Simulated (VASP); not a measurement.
# Al16Cu in VASP: single point with PBE+D3(BJ)

Aim: the single point of Al16Cu with PBE+D3(BJ).

All numbers are computed with VASP 6.6.1; they aren't measurements. Logs are shortened: lines on timing, memory, paths and dates and some standing lists are left out, and cuts for length are marked.

## Step 1: The cell of the first run

The cell holds a slab with vacuum, 17 atoms: a = 5.632 Å, b = 7.965 Å, c = 21.229 Å, α = 90.00°, β = 90.00°, γ = 90.00°.

## Step 2: Single point, PBE+D3(BJ)

INCAR reads:

```
SYSTEM = Al16Cu
PREC = Accurate ; ENCUT = 520
EDIFF = 1E-6 ; ISMEAR = 0
SIGMA = 0.1 ; LREAL = Auto
LASPH = .TRUE. ; NELM = 100
ALGO = Normal ; ISIF = 2
LWAVE = .FALSE. ; LCHARG = .FALSE.
LDIPOL = .TRUE. ; IDIPOL = 3
DIPOL = 0.5 0.5 0.303 ; GGA = PE
IVDW = 12 ; NBANDS = 44
```

KPOINTS reads:

```
regular mesh
0
G
  5 4 1
  0 0 0
```

POSCAR reads:

```
Al16Cu
1.0
    5.6324246412      0.0000000000      0.0000000000
    0.0000000000      7.9654513166      0.0000000000
    0.0000000000      0.0000000000     21.2293510975
Al Cu
16 1
Direct
    0.2500000000      0.2500000000      0.1884183827
    0.2500000000      0.7500000000      0.1884183827
    0.7500000000      0.2500000000      0.1884183827
    0.7500000000      0.7500000000      0.1884183827
    0.0000000000      0.0000000000      0.2547466541
    0.0000000000      0.5000000000      0.2547466541
    0.5000000000      0.0000000000      0.2547466541
    0.5000000000      0.5000000000      0.2547466541
    0.2500000000      0.2500000000      0.3240951258
    0.2500000000      0.7500000000      0.3240951258
    0.7500000000      0.2500000000      0.3240951258
    0.7500000000      0.7500000000      0.3240951258
    0.0000000000      0.0000000000      0.3876402562
    0.0000000000      0.5000000000      0.3876402562
    0.5000000000      0.0000000000      0.3876402562
    0.5000000000      0.5000000000      0.3876402562
    0.2500000000      0.0000000000      0.5289540432
```

Potentials or basis: VASP PAW PBE potentials, release 64 (Al, Cu).

Command:

```
$ cat potpaw_PBE.64/Al/POTCAR potpaw_PBE.64/Cu/POTCAR > POTCAR
$ mpirun -np 1 vasp_std > vasp.out
```

OUTCAR:

```text
SYSTEM = Al16Cu
   PREC = Accurate
   ENCUT = 520
   EDIFF = 1E-6
   ISMEAR = 0
   LREAL = Auto
   LASPH = .TRUE.
   NELM = 100
   ISIF = 2
   GGA = PE
   IVDW = 12
 IVDW          = 12

 ion  position               nearest neighbor table
   1  0.250  0.250  0.188-   3 2.82   3 2.82   6 2.82   7 2.82   8 2.82   5 2.82   9 2.88
   2  0.250  0.750  0.188-   4 2.82   4 2.82   6 2.82   7 2.82   8 2.82   5 2.82  10 2.88
   3  0.750  0.250  0.188-   1 2.82   1 2.82   6 2.82   7 2.82   8 2.82   5 2.82  11 2.88
   4  0.750  0.750  0.188-   2 2.82   2 2.82   6 2.82   7 2.82   8 2.82   5 2.82  12 2.88
   5  0.000  0.000  0.255-   7 2.82   7 2.82   3 2.82   4 2.82   1 2.82   2 2.82  13 2.82  11 2.85
                            12 2.85   9 2.85  10 2.85
   6  0.000  0.500  0.255-   8 2.82   8 2.82   3 2.82   4 2.82   1 2.82   2 2.82  14 2.82  11 2.85
                            12 2.85   9 2.85  10 2.85
   7  0.500  0.000  0.255-   5 2.82   5 2.82   3 2.82   4 2.82   1 2.82   2 2.82  15 2.82  11 2.85
                            12 2.85   9 2.85  10 2.85
   8  0.500  0.500  0.255-   6 2.82   6 2.82   3 2.82   4 2.82   1 2.82   2 2.82  16 2.82  11 2.85
                            12 2.85   9 2.85  10 2.85
   9  0.250  0.250  0.324-  13 2.79  14 2.79  15 2.79  16 2.79  11 2.82  11 2.82   7 2.85   8 2.85
                             5 2.85   6 2.85   1 2.88
  10  0.250  0.750  0.324-  13 2.79  14 2.79  15 2.79  16 2.79  12 2.82  12 2.82   7 2.85   8 2.85
                             5 2.85   6 2.85   2 2.88
  11  0.750  0.250  0.324-  13 2.79  14 2.79  15 2.79  16 2.79   9 2.82   9 2.82   7 2.85   8 2.85
                             5 2.85   6 2.85   3 2.88
  12  0.750  0.750  0.324-  13 2.79  14 2.79  15 2.79  16 2.79  10 2.82  10 2.82   7 2.85   8 2.85
                             5 2.85   6 2.85   4 2.88
  13  0.000  0.000  0.388-   9 2.79  10 2.79  11 2.79  12 2.79  15 2.82  15 2.82   5 2.82
  14  0.000  0.500  0.388-   9 2.79  10 2.79  11 2.79  12 2.79  16 2.82  16 2.82   6 2.82
  15  0.500  0.000  0.388-   9 2.79  10 2.79  11 2.79  12 2.79  13 2.82  13 2.82   7 2.82
  16  0.500  0.500  0.388-   9 2.79  10 2.79  11 2.79  12 2.79  14 2.82  14 2.82   8 2.82
  17  0.250  0.000  0.529-

  LATTYP: Found a simple orthorhombic cell.
 ALAT       =     5.6324246412
 B/A-ratio  =     1.4142135624
 C/A-ratio  =     3.7691318482

  Lattice vectors:

 A1 = (   5.6324246412,   0.0000000000,   0.0000000000)
 A2 = (   0.0000000000,   7.9654513166,   0.0000000000)
 A3 = (   0.0000000000,   0.0000000000,  21.2293510975)

Analysis of symmetry for initial positions (statically):
=====================================================================
 Subroutine PRICEL returns:
 Original cell was already a primitive cell.

 Routine SETGRP: Setting up the symmetry group for a
 simple orthorhombic supercell.

 Subroutine GETGRP returns: Found  4 space group operations
 (whereof  2 operations were pure point group operations)
 out of a pool of  8 trial point group operations.

The static configuration has the point symmetry C_1h.
 The point group associated with its full space group is C_2v.

Analysis of symmetry for dynamics (positions and initial velocities):
=====================================================================
 Subroutine PRICEL returns:
 Original cell was already a primitive cell.

 Routine SETGRP: Setting up the symmetry group for a
 simple orthorhombic supercell.

 Subroutine GETGRP returns: Found  4 space group operations
 (whereof  2 operations were pure point group operations)
 out of a pool of  8 trial point group operations.

The dynamic configuration has the point symmetry C_1h.
 The point group associated with its full space group is C_2v.

 Subroutine INISYM returns: Found  4 space group operations
 (whereof  2 operations are pure point group operations),
 and found     1 'primitive' translations

----------------------------------------------------------------------------------------

                                     Primitive cell

  volume of cell :     952.4507

  direct lattice vectors                    reciprocal lattice vectors
     5.632424641  0.000000000  0.000000000     0.177543432  0.000000000  0.000000000
     0.000000000  7.965451317  0.000000000     0.000000000  0.125542165  0.000000000
     0.000000000  0.000000000 21.229351098     0.000000000  0.000000000  0.047104596

  length of vectors
     5.632424641  7.965451317 21.229351098     0.177543432  0.125542165  0.047104596

  position of ions in fractional coordinates (direct lattice)
     0.250000000  0.250000000  0.188418383
     0.250000000  0.750000000  0.188418383
     0.750000000  0.250000000  0.188418383
     0.750000000  0.750000000  0.188418383
     0.000000000  0.000000000  0.254746654
     0.000000000  0.500000000  0.254746654
[... 9 lines left out ...]
     0.500000000  0.500000000  0.387640256
     0.250000000  0.000000000  0.528954043

  ion indices of the primitive-cell ions
   primitive index   ion index
                 1           1
                 2           2
                 3           3
                 4           4
                 5           5
                 6           6
[... 9 lines left out ...]
                16          16
                17          17

----------------------------------------------------------------------------------------

 KPOINTS: regular mesh

Automatic generation of k-mesh.
 Grid dimensions read from file:
 generate k-points for:    5    4    1

 Generating k-lattice:

  Cartesian coordinates                     Fractional coordinates (reciprocal lattice)
     0.035508686  0.000000000  0.000000000     0.200000000  0.000000000  0.000000000
     0.000000000  0.031385541  0.000000000     0.000000000  0.250000000  0.000000000
     0.000000000  0.000000000  0.047104596     0.000000000  0.000000000  1.000000000

  Length of vectors
     0.035508686  0.031385541  0.047104596

  Shift w.r.t. Gamma in fractional coordinates (k-lattice)
     0.000000000  0.000000000  0.000000000

 Subroutine IBZKPT returns following result:
 ===========================================

 Found      9 irreducible k-points:

 Following reciprocal coordinates:
            Coordinates               Weight
  0.000000  0.000000  0.000000      1.000000
  0.200000  0.000000  0.000000      2.000000
  0.400000  0.000000  0.000000      2.000000
  0.000000  0.250000  0.000000      2.000000
  0.200000  0.250000  0.000000      4.000000
  0.400000  0.250000  0.000000      4.000000
  0.000000  0.500000  0.000000      1.000000
  0.200000  0.500000  0.000000      2.000000
  0.400000  0.500000  0.000000      2.000000
   k-points           NKPTS =      9   k-points in BZ     NKDIM =      9   number of bands    NBANDS=     44
   number of dos      NEDOS =    301   number of ions     NIONS =     17
   total plane-waves  NPLWV = 403200
   dimension x,y,z NGX =    42 NGY =   60 NGZ =  160
   dimension x,y,z NGXF=    84 NGYF=  120 NGZF=  320
   ions per type =              16   1
   NGX,Y,Z   is equivalent  to a cutoff of  12.40, 12.52, 12.53 a.u.
   NGXF,Y,Z  is equivalent  to a cutoff of  24.79, 25.05, 25.06 a.u.
 SYSTEM =  Al16Cu
   PREC   = accura    normal or accurate (medium, high low for compatibility)
   ISTART =      0    job   : 0-new  1-cont  2-samecut
   ICHARG =      2    charge: 1-file 2-atom 10-const
   ISPIN  =      1    spin polarized calculation?
   LNONCOLLINEAR =      F non collinear calculations
   LSORBIT =      F    spin-orbit coupling
   LASPH  =      T    aspherical Exc in radial PAW
   ENCUT  =  520.0 eV  38.22 Ry    6.18 a.u.  10.47 14.81 39.47*2*pi/ulx,y,z
   NELM   =    100;   NELMIN=  2; NELMDL= -5     # of ELM steps
   EDIFF  = 0.1E-05   stopping-criterion for ELM
   LREAL  =      T    real-space projection
   EDIFFG = 0.1E-04   stopping-criterion for IOM
   NSW    =      0    number of steps for IOM
   IBRION =     -1    ionic relax: 0-MD 1-quasi-New 2-CG
   NFREE  =      0    steps in history (QN), initial steepest desc. (CG)
   ISIF   =      2    stress and relaxation
   ISYM   =      2    0-nonsym 1-usesym 2-fastsym
   POTIM  = 0.5000    time-step for ionic-motion
   TEBEG  =    0.0;   TEEND  =   0.0 temperature during run
   PSTRESS=    0.0 pullay stress
   NELECT =      59.0000    total number of electrons
   NUPDOWN=      -1.0000    fix difference up-down
   EMIN   =  10.00;   EMAX   =-10.00  energy-range for DOS
   EFERMI =   0.00;   METHOD = LEGACY
   ISMEAR =     0;   SIGMA  =   0.10  broadening in eV -4-tet -1-fermi 0-gaus
   EFERMI_NEDOS =   21; number of points for ismear=-14 and -15
   IALGO  =     38    algorithm
   IMIX   =      4    mixing-type and parameters
     AMIX     =   0.40;   BMIX     =  1.00
     AMIX_MAG =   1.60;   BMIX_MAG =  1.00
  volume/ion in A,a.u.               =      56.03       378.09
  Fermi-wavevector in a.u.,A,eV,Ry     =   0.647756  1.224081  5.708836  0.419588
  Thomas-Fermi vector in A             =   1.716167
   LORBIT       =      0    0 simple, 1 ext, 2 COOP (PROOUT), +10 PAW based schemes
   GGA     = PE    functional components
   LHFCALC =     F    Hartree Fock is set to
   AEXX    =    0.0000 exact exchange contribution
   IVDW    =    12    specifies the selected vdW correction
   LEPSILON=     F    determine dielectric tensor
   LRPA    =     F    only Hartree local field effects (RPA)
 non-spin polarized calculation
 Gauss-broadening in eV      SIGMA  =   0.10
  energy-cutoff  :      520.00
  volume of cell :      952.45
 maximum number of plane-waves:     25710
 NGX is ok and might be reduce to    42
   NGX = 21   NGY = 29   NGZ = 79

 dipolmoment           0.000000      0.000000     -0.009390 electrons x Angstroem

 number of electron      59.0000014 magnetization

 dipolmoment           0.000000      0.000000      0.049293 electrons x Angstroem

 Free energy of the ion-electron system (eV)
  ---------------------------------------------------
  ext. energy  EPLUGINS =         0.00000000
  ---------------------------------------------------
  free energy    TOTEN  =       -55.98367487 eV

  energy without entropy =      -55.92067786  energy(sigma->0) =      -55.95217636

 E-fermi :  -0.5731     XC(G=0):  -4.1318

 val. band max:       -0.5844157176   @ k =   0.0000   0.2500   0.0000
 cond. band min:      -0.5667738748   @ k =   0.2000   0.2500   0.0000
 fundamental gap:      0.0176418427
 Fermi energy:        -0.5730827594

 k-point     1 :       0.0000    0.0000    0.0000
  band No.  band energies     occupation
      1     -11.0268      2.00000
      2      -8.7741      2.00000
      3      -8.7214      2.00000
      4      -8.5819      2.00000
      5      -6.4853      2.00000
      6      -6.4545      2.00000
[... 33 lines left out ...]
     40       1.4640      0.00000
     41       1.5538      0.00000

 k-point     2 :       0.2000    0.0000    0.0000
  band No.  band energies     occupation
      1     -10.8410      2.00000
      2      -8.5915      2.00000
      3      -8.5388      2.00000
      4      -8.3980      2.00000
      5      -8.0870      2.00000
      6      -6.1617      2.00000
[... 297 lines left out ...]
     40       1.6113      0.00000
     41       1.6187      0.00000

 k-point     9 :       0.4000    0.5000    0.0000
  band No.  band energies     occupation
      1      -9.7134      2.00000
      2      -9.7109      2.00000
      3      -8.7964      2.00000
      4      -8.7936      2.00000
      5      -7.3094      2.00000
      6      -7.3065      2.00000
[... 33 lines left out ...]
     40       1.9334      0.00000
     41       2.0227      0.00000
 [bands above 41 left out]

------------------------ aborting loop because EDIFF is reached ----------------------------------------

 vacuum level on the upper side and lower side of the slab       (xc-potential included)        -0.078        -0.223

 Edisp (eV)   -3.56814

 E8    (eV) :    -1.6667

  FORCE on cell =-STRESS in cart. coord.  units (eV):
  Direction    XX          YY          ZZ          XY          YZ          ZX
  --------------------------------------------------------------------------------------
  -------------------------------------------------------------------------------------
  Total     -11.57502    -3.54496    -5.13292     0.00000     0.00000     0.00000
  in kB     -19.47107    -5.96320    -8.63441     0.00000     0.00000     0.00000
  external pressure =      -11.36 kB  Pullay stress =        0.00 kB

 VOLUME and BASIS-vectors are now :
 -----------------------------------------------------------------------------
  energy-cutoff  :      520.00
  volume of cell :      952.45
      direct lattice vectors                 reciprocal lattice vectors
     5.632424641  0.000000000  0.000000000     0.177543432  0.000000000  0.000000000
     0.000000000  7.965451317  0.000000000     0.000000000  0.125542165  0.000000000
     0.000000000  0.000000000 21.229351098     0.000000000  0.000000000  0.047104596

 POSITION                                       TOTAL-FORCE (eV/Angst)
 -----------------------------------------------------------------------------------
      1.40811      1.99136      4.00000        -0.000000     -0.007765      0.171369
      1.40811      5.97409      4.00000        -0.000000      0.007765      0.171369
      4.22432      1.99136      4.00000        -0.000000      0.009255      0.168486
      4.22432      5.97409      4.00000        -0.000000     -0.009255      0.168486
      0.00000      0.00000      5.40811        -0.149032      0.000000     -0.153384
      0.00000      3.98273      5.40811        -0.028371      0.000000     -0.081968
[... 9 lines left out ...]
      2.81621      3.98273      8.22935        -0.011579      0.000000      0.017456
      1.40811      0.00000     11.22935        -0.000000      0.000000     -1.250200
 -----------------------------------------------------------------------------------
    total drift:                                0.000000      0.000000     -0.003449

  FREE ENERGIE OF THE ION-ELECTRON SYSTEM (eV)
  ---------------------------------------------------
  free  energy   TOTEN  =       -59.5518104456 eV

  energy  without entropy=      -59.4888134372  energy(sigma->0) =      -59.52031194

 vacuum level on the upper side and lower side of the slab         3.489         3.334
```

Wall time 11 min (1 thread of Intel Xeon 6975P-C (Granite Rapids), shared host); peak memory 0.87 GiB.

Results:

```yaml
Free_energy: -59.5518 eV
Largest_force: 1.250 eV/Å
Band_gap_on_the_k_mesh: zero (an odd number of electrons rules out a gap without spin polarisation)
Dispersion_energy_per_atom: -0.210 eV
```

Forces in eV/Å, atoms in the order of the input:
```
Al   0.000 -0.008  0.171
Al   0.000  0.008  0.171
Al   0.000  0.009  0.168
Al   0.000 -0.009  0.168
Al  -0.149  0.000 -0.153
Al  -0.028  0.000 -0.082
Al   0.149  0.000 -0.153
Al   0.028  0.000 -0.082
Al   0.000 -0.012 -0.039
Al   0.000  0.012 -0.039
Al   0.000 -0.054 -0.051
Al   0.000  0.054 -0.051
Al   0.031  0.000  0.593
Al   0.012  0.000  0.017
Al  -0.031  0.000  0.593
Al  -0.012  0.000  0.017
Cu   0.000  0.000 -1.250
```

Levels at points of the mesh, in eV from the Fermi level:
```csv
k point,band 26,band 27,band 28,band 29,band 30,band 31,band 32,band 33
"(0.00, 0.00, 0.00)",-0.90,-0.74,-0.68,-0.53,-0.26,-0.11,-0.05,0.20
"(0.00, 0.50, 0.00)",-0.89,-0.88,-0.84,-0.84,-0.04,0.26,0.29,0.30
```
